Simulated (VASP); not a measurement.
Wanted: the native input for a VASP 6.6.1 run.

* Task: single point
* Functional: PBE
* Potentials or basis: VASP PAW PBE potentials, release 64 (Li_sv, Nb_sv, O)
* Cutoff: 520 eV
* k mesh: 12 × 12 × 12
* Occupations: gaussian, width 0.1 eV
* Spin: no spin polarisation
* Dipole correction: no
* Further INCAR settings: ALGO = Normal; EDIFF = 1e-06; NBANDS = 18

The structure of LiNbO lies in POSCAR:

```
LiNbO
1.0
    3.8659516156      0.0000000000      0.0000000000
    0.0000000000      3.8659516156      0.0000000000
    0.0000000000      0.0000000000      3.8737807407
Li Nb O
1 1 1
Direct
    0.0000000000      0.0000000000      0.0000000000
    0.5000000000      0.5000000000      0.0000000000
    0.5000000000      0.5000000000      0.5000000000
```

One way to write it, as run:

INCAR

```
SYSTEM = LiNbO
PREC = Accurate ; ENCUT = 520
EDIFF = 1E-6 ; ISMEAR = 0
SIGMA = 0.1 ; LREAL = .False.
LASPH = .True. ; NELM = 80
ALGO = Normal ; ISIF = 2
LWAVE = .False. ; LCHARG = .False.
GGA = PE ; NBANDS = 18
```

KPOINTS

```
regular mesh
0
Gamma
  12 12 12
  0 0 0
```

Potentials or basis: VASP PAW PBE potentials, release 64 (Li_sv, Nb_sv, O).

Command:

```bash
$ cat potpaw_PBE.64/Li_sv/POTCAR potpaw_PBE.64/Nb_sv/POTCAR potpaw_PBE.64/O/POTCAR > POTCAR
$ mpirun -np 1 vasp_std > vasp.out
```

Results of the run:

* Band gap on the k mesh: zero (band 11 reaches 5.46 eV, above the bottom of band 12 at 3.40 eV)

Wall time 79 s on 1 thread of Intel(R) Xeon(R) 6975P-C (Granite Rapids), on a shared host, peak memory 0.32 GiB.
